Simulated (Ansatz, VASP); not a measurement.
## One calculation of SiNi3, two programs

The input INCAR:

```
SYSTEM = SiNi3
ALGO = Fast
EDIFF = 1E-7
ENCUT = 520
GGA = PS
ISIF = 2
ISMEAR = 0
LASPH = .True.
LCHARG = .False.
LREAL = .False.
LWAVE = .False.
NBANDS = 25
NELM = 100
PREC = Accurate
SIGMA = 0.15
```

Contents of KPOINTS:

```
k-points
0
Gamma
  14 14 14
  0 0 0
```

Contents of POSCAR:

```
SiNi3
1.0
    3.4612457436      0.0000000000      0.0000000000
    0.0000000000      3.4612457436      0.0000000000
    0.0000000000      0.0000000000      3.4612457436
Si Ni
1 3
Direct
    0.0000000000      0.0000000000     -0.0288913320
    0.0000000000      0.5000000000      0.5000000000
    0.5000000000      0.0000000000      0.5000000000
    0.5000000000      0.5000000000      0.0000000000
```

Input for Ansatz:

```yaml
crystal:
  lattice:
    - [3.4612457436, 0.0, 0.0]
    - [0.0, 3.4612457436, 0.0]
    - [0.0, 0.0, 3.4612457436]
  atoms:
    - { symbol: Si, position: [0.0, 0.0, -0.028891332] }
    - { symbol: Ni, position: [0.0, 0.5, 0.5] }
    - { symbol: Ni, position: [0.5, 0.0, 0.5] }
    - { symbol: Ni, position: [0.5, 0.5, 0.0] }
basis:
  ecutwfc: 420
kpoints:
  mp_grid: { grid: [14, 14, 14] }
hamiltonian:
  xc: pbesol
scf:
  occupations: { method: gaussian, width: 0.15 }
output:
  forces: true
  stress: true
  eigenvalues: true
```

Alike in both runs: task single point; functional PBEsol; k mesh 14 × 14 × 14; occupations gaussian, width 0.15 eV; no spin polarisation.

|  | VASP | Ansatz |
| --- | --- | --- |
| version | VASP 6.6.1 | Ansatz 0.2.0 |
| potentials or method | VASP PAW PBE potentials, release 64 (Si, Ni), cutoff 520 eV | scalar-relativistic, plane waves, PAW |
| valence electrons in the cell | 34 | 58 |

VASP gave:

| Item | Value |
| --- | --- |
| gap on the k mesh at the Fermi level (eV) | none |
| pressure (GPa) | 0.7 |
| traceless stress, the component that is largest in VASP (GPa) | 0.14 |
| rms of the force components (eV/Å) | 0.227 |

Question: What did Ansatz give for the same quantities?

Answer: gap on the k mesh at the Fermi level (eV): none; pressure (GPa): 0.5; traceless stress, the component that is largest in VASP (GPa): 0.15; rms of the force components (eV/Å): 0.223.

VASP's potentials were made for PBE, not for PBEsol. Atom by atom the forces differ by 0.004 eV/Å (rms over components). A gap of «none» marks a metal or a gap that the smearing closes. VASP's potentials hold 34 valence electrons a cell and Ansatz's 58, so a difference there can come from the potentials and not from the codes.
